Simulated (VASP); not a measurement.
Input of a VASP 6.6.1 run:

The input POSCAR:

```
ScAl
1.0
    3.3522496495      0.0000000000      0.0000000000
    0.0000000000      3.3522496495      0.0000000000
    0.0000000000      0.0000000000      3.4364770276
Sc Al
1 1
Direct
    0.5000000000      0.5000000000      0.5000000000
    0.0000000000      0.0000000000      0.0000000000
```

Contents of INCAR.step1:

```
SYSTEM = ScAl
PREC = Accurate
ENCUT = 520
ISMEAR = 0
SIGMA = 0.1
LREAL = .FALSE.
LASPH = .TRUE.
NELM = 80
NBANDS = 14
GGA = PE
ALGO = Normal
EDIFF = 1E-4
LWAVE = .TRUE.
LCHARG = .FALSE.
```

Contents of INCAR.step2:

```
SYSTEM = ScAl
PREC = Accurate
ENCUT = 520
EDIFF = 1E-6
ISMEAR = 0
SIGMA = 0.1
LREAL = .FALSE.
LASPH = .TRUE.
NELM = 80
ALGO = Normal
ISIF = 2
LWAVE = .FALSE.
LCHARG = .FALSE.
METAGGA = R2SCAN
LMIXTAU = .TRUE.
NBANDS = 14
ISTART = 1
```

File KPOINTS:

```
regular mesh
0
G
  16 16 16
  0 0 0
```

Potentials or basis: VASP PAW PBE potentials, release 64 (Sc_sv, Al).

Run with:

```console
$ cat potpaw_PBE.64/Sc_sv/POTCAR potpaw_PBE.64/Al/POTCAR > POTCAR
$ cp INCAR.step1 INCAR
$ mpirun -np 1 vasp_std > vasp.out
$ cp INCAR.step2 INCAR
$ mpirun -np 1 vasp_std > vasp.out
```

(1) Predict the pressure.

(2) Estimate the band gap on the k mesh.

Results:

(1) -0.6 GPa.

(2) zero (bands 7 and 8 overlap by 1.32 eV).

Caveat: the cell differs from its parent crystal (uniaxial strain along c: +2.0 %); the PAW data sets were made with another functional, which shifts forces and pressure a little.
